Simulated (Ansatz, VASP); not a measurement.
One calculation of AlN, two programs

The input POSCAR:

```
AlN
1.0
    2.9234840133      0.0000000000      0.0000000000
   -1.4617420067      2.5318114231      0.0000000000
    0.0000000000      0.0000000000      5.6218299798
Al N
2 2
Direct
    0.3333333333      0.6666666667      0.0016929024
    0.6666666667      0.3333333333      0.5016929024
    0.3333333333      0.6666666667      0.3833070976
    0.6666666667      0.3333333333      0.8833070976
```

Contents of INCAR.step1:

```
PREC = Accurate
ENCUT = 520
ISMEAR = 0
SIGMA = 0.05
LREAL = F
LASPH = T
NELM = 80
NBANDS = 16
GGA = PE
ALGO = Normal
EDIFF = 1E-4
LWAVE = T
LCHARG = F
```

Contents of INCAR.step2:

```
PREC = Accurate
ENCUT = 520
EDIFF = 1E-6
ISMEAR = 0
SIGMA = 0.05
LREAL = F
LASPH = T
NELM = 80
ALGO = Normal
ISIF = 2
LWAVE = F
LCHARG = F
METAGGA = R2SCAN
LMIXTAU = T
NBANDS = 16
ISTART = 1
```

The input KPOINTS:

```
Automatic mesh
0
Gamma
  12 12 6
```

Input for Ansatz:

```yaml
crystal:
  lattice:
    - [2.9234840133, 0.0, 0.0]
    - [-1.4617420067, 2.5318114231, 0.0]
    - [0.0, 0.0, 5.6218299798]
  atoms:
    - { symbol: Al, position: [0.3333333333, 0.6666666667, 0.0016929024] }
    - { symbol: Al, position: [0.6666666667, 0.3333333333, 0.5016929024] }
    - { symbol: "N", position: [0.3333333333, 0.6666666667, 0.3833070976] }
    - { symbol: "N", position: [0.6666666667, 0.3333333333, 0.8833070976] }
basis:
  ecutwfc: 500
kpoints:
  mp_grid: { grid: [12, 12, 6] }
hamiltonian:
  xc: r2scan
scf:
  occupations: { method: gaussian, width: 0.05 }
output:
  forces: true
  stress: true
  eigenvalues: true
  write_density: true
  write_potential: true
  elf: true
  volumetric_format: npy
```

Alike in both runs: task single point; functional r2SCAN; k mesh 12 × 12 × 6; occupations gaussian, width 0.05 eV; no spin polarisation.

```csv
,VASP,Ansatz
version,VASP 6.6.1,Ansatz 0.2.0
potentials or method,"VASP PAW PBE potentials, release 64 (Al, N), cutoff 520 eV","scalar-relativistic, plane waves, PAW"
valence electrons in the cell,16,16
```

```csv
,VASP,Ansatz,Ansatz less VASP
gap on the k mesh at the Fermi level (eV),3.63,3.61,-0.020
least direct gap on the mesh (eV),3.63,3.61,-0.020
pressure (GPa),9.6,9.8,+0.22
"traceless stress, the component that is largest in VASP (GPa)",-47.34,-46.77,+0.569
rms of the force components (eV/Å),0.479,0.464,-0.0149
```

VASP's potentials were made for PBE, not for r2SCAN. Atom by atom the forces differ by 0.015 eV/Å (rms over components). The functional is the same, so the differences come from potentials, cutoffs and numerics.
